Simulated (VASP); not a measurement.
# Mg (C2/m) in VASP: single point with PBE

Aim: the single point of Mg with PBE.

Everything below comes from runs of VASP 6.6.1. Logs are shortened: lines on timing, memory, paths and dates and some standing lists are left out, and cuts for length are marked.

### Step 1. The cell of the first run

Symmetry: C2/m, No. 12, monoclinic system. The conventional cell has a = 4.865 Å, b = 3.672 Å, c = 3.360 Å, α = 90.00°, β = 131.04°, γ = 90.00°. Mg (site symmetry 2/m) has 14 Mg at 3.05 to 3.67 Å within 4.0 Å.

### Step 2. Single point, PBE (strain +0.0450 x Voigt [0, 0, 0, 1, 0, 0])

INCAR

```
PREC = Accurate ; ENCUT = 520
EDIFF = 1E-6 ; ISMEAR = 0
SIGMA = 0.15 ; LREAL = False
LASPH = True ; NELM = 80
ALGO = Fast ; ISIF = 2
LWAVE = False ; LCHARG = False
GGA = PE ; NBANDS = 7
```

KPOINTS

```
regular mesh
0
Gamma
  20 20 20
```

POSCAR

```
Mg
1.0
   -1.8359916300      1.8737782205      1.7207138317
    1.8359916300     -1.7982050396      1.6380942083
    1.8359916300      1.7982050396     -1.6380942083
Mg
1
Direct
    0.0000000000      0.0000000000      0.0000000000
```

Potentials or basis: VASP PAW PBE potentials, release 64 (Mg).

The run is started by

```sh
$ cat potpaw_PBE.64/Mg/POTCAR > POTCAR
$ mpirun -np 1 vasp_std > vasp.out
```

OUTCAR:

```text
PREC = Accurate
   ENCUT = 520
   EDIFF = 1E-6
   ISMEAR = 0
   LREAL = False
   LASPH = True
   NELM = 80
   ISIF = 2
   GGA = PE

 ion  position               nearest neighbor table
   1  0.000  0.000  0.000-

  LATTYP: Found a base centered monoclinic cell.
 ALAT       =     4.8649332985
 B/A-ratio  =     0.7547859415
 C/A-ratio  =     0.6905866791
 COS(beta)  =    -0.6566299060

  Lattice vectors:

 A1 = (   1.8359916300,   1.7982050396,  -1.6380942083)
 A2 = (  -1.8359916300,   1.7982050396,  -1.6380942083)
 A3 = (   0.0000000000,   0.0755731809,   3.3588080400)

Analysis of symmetry for initial positions (statically):
=====================================================================
 Subroutine PRICEL returns:
 Original cell was already a primitive cell.

 Routine SETGRP: Setting up the symmetry group for a
 base centered monoclinic supercell.

 Subroutine GETGRP returns: Found  4 space group operations
 (whereof  4 operations were pure point group operations)
 out of a pool of  4 trial point group operations.

The static configuration has the point symmetry C_2h.

Analysis of symmetry for dynamics (positions and initial velocities):
=====================================================================
 Subroutine PRICEL returns:
 Original cell was already a primitive cell.

 Routine SETGRP: Setting up the symmetry group for a
 base centered monoclinic supercell.

 Subroutine GETGRP returns: Found  4 space group operations
 (whereof  4 operations were pure point group operations)
 out of a pool of  4 trial point group operations.

The dynamic configuration has the point symmetry C_2h.

 Subroutine INISYM returns: Found  4 space group operations
 (whereof  4 operations are pure point group operations),
 and found     1 'primitive' translations

----------------------------------------------------------------------------------------

                                     Primitive cell

  volume of cell :      22.6327

  direct lattice vectors                    reciprocal lattice vectors
    -1.835991630  1.873778220  1.720713832     0.000000000  0.265768136  0.291744882
     1.835991630 -1.798205040  1.638094208     0.272332396 -0.006702198  0.297875465
     1.835991630  1.798205040 -1.638094208     0.272332396  0.272470334 -0.006130583

  length of vectors
     3.137318310  3.047582528  3.047582528     0.394648931  0.403657833  0.385282495

  position of ions in fractional coordinates (direct lattice)
     0.000000000  0.000000000  0.000000000

  ion indices of the primitive-cell ions
   primitive index   ion index
                 1           1

----------------------------------------------------------------------------------------

 KPOINTS: regular mesh

Automatic generation of k-mesh.
 Grid dimensions read from file:
 generate k-points for:   20   20   20

 Generating k-lattice:

  Cartesian coordinates                     Fractional coordinates (reciprocal lattice)
     0.000000000  0.013288407  0.014587244     0.050000000  0.000000000  0.000000000
     0.013616620 -0.000335110  0.014893773    -0.000000000  0.050000000  0.000000000
     0.013616620  0.013623517 -0.000306529     0.000000000 -0.000000000  0.050000000

  Length of vectors
     0.019732447  0.020182892  0.019264125

  Shift w.r.t. Gamma in fractional coordinates (k-lattice)
     0.000000000  0.000000000  0.000000000

 Subroutine IBZKPT returns following result:
 ===========================================

 Found   2112 irreducible k-points:

 Following reciprocal coordinates:
            Coordinates               Weight
  0.000000  0.000000  0.000000      1.000000
  0.050000  0.000000  0.000000      2.000000
  0.100000 -0.000000  0.000000      2.000000
  0.150000 -0.000000  0.000000      2.000000
  0.200000 -0.000000  0.000000      2.000000
  0.250000 -0.000000  0.000000      2.000000
[... 16 lines left out ...]
 -0.450000  0.050000  0.000000      4.000000
 -0.400000  0.050000 -0.000000      4.000000
 [... further k-points ...]
   k-points           NKPTS =   2112   k-points in BZ     NKDIM =   2112   number of bands    NBANDS=      7
   number of dos      NEDOS =    301   number of ions     NIONS =      1
   total plane-waves  NPLWV =  13824
   dimension x,y,z NGX =    24 NGY =   24 NGZ =   24
   dimension x,y,z NGXF=    48 NGYF=   48 NGZF=   48
   ions per type =               1
   NGX,Y,Z   is equivalent  to a cutoff of  12.72, 13.09, 13.09 a.u.
   NGXF,Y,Z  is equivalent  to a cutoff of  25.44, 26.18, 26.18 a.u.
 SYSTEM =  unknown system
   PREC   = accura    normal or accurate (medium, high low for compatibility)
   ISTART =      0    job   : 0-new  1-cont  2-samecut
   ICHARG =      2    charge: 1-file 2-atom 10-const
   ISPIN  =      1    spin polarized calculation?
   LNONCOLLINEAR =      F non collinear calculations
   LSORBIT =      F    spin-orbit coupling
   LASPH  =      T    aspherical Exc in radial PAW
   ENCUT  =  520.0 eV  38.22 Ry    6.18 a.u.   5.83  5.67  5.67*2*pi/ulx,y,z
   NELM   =     80;   NELMIN=  2; NELMDL= -5     # of ELM steps
   EDIFF  = 0.1E-05   stopping-criterion for ELM
   LREAL  =      F    real-space projection
   EDIFFG = 0.1E-04   stopping-criterion for IOM
   NSW    =      0    number of steps for IOM
   IBRION =     -1    ionic relax: 0-MD 1-quasi-New 2-CG
   NFREE  =      0    steps in history (QN), initial steepest desc. (CG)
   ISIF   =      2    stress and relaxation
   ISYM   =      2    0-nonsym 1-usesym 2-fastsym
   POTIM  = 0.5000    time-step for ionic-motion
   TEBEG  =    0.0;   TEEND  =   0.0 temperature during run
   PSTRESS=    0.0 pullay stress
   NELECT =       2.0000    total number of electrons
   NUPDOWN=      -1.0000    fix difference up-down
   EMIN   =  10.00;   EMAX   =-10.00  energy-range for DOS
   EFERMI =   0.00;   METHOD = LEGACY
   ISMEAR =     0;   SIGMA  =   0.15  broadening in eV -4-tet -1-fermi 0-gaus
   EFERMI_NEDOS =   21; number of points for ismear=-14 and -15
   IALGO  =     68    algorithm
   IMIX   =      4    mixing-type and parameters
     AMIX     =   0.40;   BMIX     =  1.00
     AMIX_MAG =   1.60;   BMIX_MAG =  1.00
  volume/ion in A,a.u.               =      22.63       152.73
  Fermi-wavevector in a.u.,A,eV,Ry     =   0.729188  1.377965  7.234416  0.531715
  Thomas-Fermi vector in A             =   1.820847
   LORBIT       =      0    0 simple, 1 ext, 2 COOP (PROOUT), +10 PAW based schemes
   GGA     = PE    functional components
   LHFCALC =     F    Hartree Fock is set to
   AEXX    =    0.0000 exact exchange contribution
   IVDW    =     0    specifies the selected vdW correction
   LEPSILON=     F    determine dielectric tensor
   LRPA    =     F    only Hartree local field effects (RPA)
 non-spin polarized calculation
 RMM-DIIS sequential band-by-band and
 Gauss-broadening in eV      SIGMA  =   0.15
  energy-cutoff  :      520.00
  volume of cell :       22.63
 maximum number of plane-waves:       622
   NGX = 11   NGY = 11   NGZ = 11

 number of electron       2.0000000 magnetization

 Free energy of the ion-electron system (eV)
  ---------------------------------------------------
  ext. energy  EPLUGINS =         0.00000000
  ---------------------------------------------------
  free energy    TOTEN  =        -1.47510955 eV

  energy without entropy =       -1.47045770  energy(sigma->0) =       -1.47278362

 E-fermi :   2.7422     XC(G=0):  -8.5373

 val. band max:        2.7406187708   @ k =   0.3500   0.2000   0.0500
 cond. band min:       2.7444334500   @ k =   0.5000  -0.1500   0.1000
 fundamental gap:      0.0038146791
 Fermi energy:         2.7421964017

 k-point     1 :       0.0000    0.0000    0.0000
  band No.  band energies     occupation
      1      -4.2824      2.00000
      2      14.6725      0.00000
      3      16.1577      0.00000
      4      16.5816      0.00000
      5      17.0756      0.00000
      6      17.0919      0.00000
      7      17.1078      0.00000

 k-point     2 :       0.0500    0.0000    0.0000
  band No.  band energies     occupation
      1      -4.2236      2.00000
      2      14.4001      0.00000
      3      15.0927      0.00000
      4      16.1997      0.00000
      5      16.3301      0.00000
      6      17.5042      0.00000
      7      17.7335      0.00000

 k-point     3 :       0.1000   -0.0000    0.0000
  band No.  band energies     occupation
      1      -4.0475      2.00000
      2      13.3725      0.00000
      3      13.8399      0.00000
      4      15.4745      0.00000
      5      15.5985      0.00000
      6      17.5844      0.00000
      7      18.3659      0.00000

 k-point     4 :       0.1500   -0.0000    0.0000
  band No.  band energies     occupation
      1      -3.7546      2.00000
      2      11.6135      0.00000
      3      13.2419      0.00000
      4      14.7199      0.00000
      5      14.9282      0.00000
      6      16.9795      0.00000
      7      19.2409      0.00000

 k-point     5 :       0.2000   -0.0000    0.0000
  band No.  band energies     occupation
      1      -3.3461      2.00000
      2       9.9048      0.00000
      3      12.6876      0.00000
      4      14.0295      0.00000
      5      14.3376      0.00000
      6      16.3803      0.00000
      7      19.7188      0.00000
[... 161 lines left out ...]
 k-point    22 :       0.5000    0.0500   -0.0000
  band No.  band energies     occupation
      1       0.8384      2.00000
      2       2.1831      2.00000
      3      10.3490      0.00000
      4      12.0298      0.00000
      5      13.0422      0.00000
      6      15.0605      0.00000
      7      22.2953      0.00000

 k-point    23 :      -0.4500    0.0500    0.0000
  band No.  band energies     occupation
      1      -0.1325      2.00000
      2       3.3661      0.00000
      3      10.3870      0.00000
      4      12.2019      0.00000
      5      13.0884      0.00000
      6      15.2350      0.00000
      7      22.5526      0.00000

 k-point    24 :      -0.4000    0.0500   -0.0000
  band No.  band energies     occupation
      1      -1.0282      2.00000
      2       4.6768      0.00000
      3      10.5271      0.00000
      4      12.4720      0.00000
      5      13.2361      0.00000
      6      15.5127      0.00000
      7      22.3084      0.00000

 [... further k-points ...]

------------------------ aborting loop because EDIFF is reached ----------------------------------------

  FORCE on cell =-STRESS in cart. coord.  units (eV):
  Direction    XX          YY          ZZ          XY          YZ          ZX
  --------------------------------------------------------------------------------------
  -------------------------------------------------------------------------------------
  Total        0.0617071      0.0542504      0.1030321      0.0000000     -0.2137554     -0.0000000
  in kB        4.3682670      3.8404048      7.2936773      0.0000000    -15.1318176     -0.0000000
  external PRESSURE =       5.1674497 kB  Pullay stress =       0.0000000 kB

 VOLUME and BASIS-vectors are now :
 -----------------------------------------------------------------------------
  energy-cutoff  :      520.00
  volume of cell :       22.63
      direct lattice vectors                 reciprocal lattice vectors
    -1.835991630  1.873778220  1.720713832     0.000000000  0.265768136  0.291744882
     1.835991630 -1.798205040  1.638094208     0.272332396 -0.006702198  0.297875465
     1.835991630  1.798205040 -1.638094208     0.272332396  0.272470334 -0.006130583

 POSITION                                       TOTAL-FORCE (eV/Angst)
 -----------------------------------------------------------------------------------
      0.00000      0.00000      0.00000         0.000000      0.000000      0.000000
 -----------------------------------------------------------------------------------
    total drift:                                0.000000     -0.000000     -0.000000

  FREE ENERGIE OF THE ION-ELECTRON SYSTEM (eV)
  ---------------------------------------------------
  free  energy   TOTEN  =        -1.4751095496 eV

  energy  without entropy=       -1.4704576966  energy(sigma->0) =       -1.47278362
```

It took 5.1 min on 1 thread of Oxide Virtual Turin-like, shared host; peak memory 0.41 GiB.

What came out:

| Quantity | Value |
| --- | --- |
| Free energy | -1.4751 eV |
| Pressure | 0.5 GPa |
| Band gap on the k mesh | zero (bands 1 and 2 overlap by 4.54 eV) |

Levels at points of the mesh, in eV from the Fermi level:
```tsv
k point	band 1	band 2	band 3	band 4	band 5
(0.00, 0.00, 0.00)	-7.02	11.93	13.42	13.84	14.33
(0.50, 0.00, 0.00)	-1.57	-1.01	8.32	9.33	9.96
(0.00, 0.50, 0.00)	-1.37	-0.68	8.13	8.70	10.05
(0.50, 0.50, 0.00)	-1.77	-1.34	9.72	10.29	11.76
(0.00, 0.50, 0.50)	-1.16	-0.36	8.05	8.64	9.53
(0.50, 0.50, 0.50)	3.20	3.21	3.57	4.15	5.39
```

Caveat: the cell differs from its parent crystal (strain +0.0450 x Voigt [0, 0, 0, 1, 0, 0]).
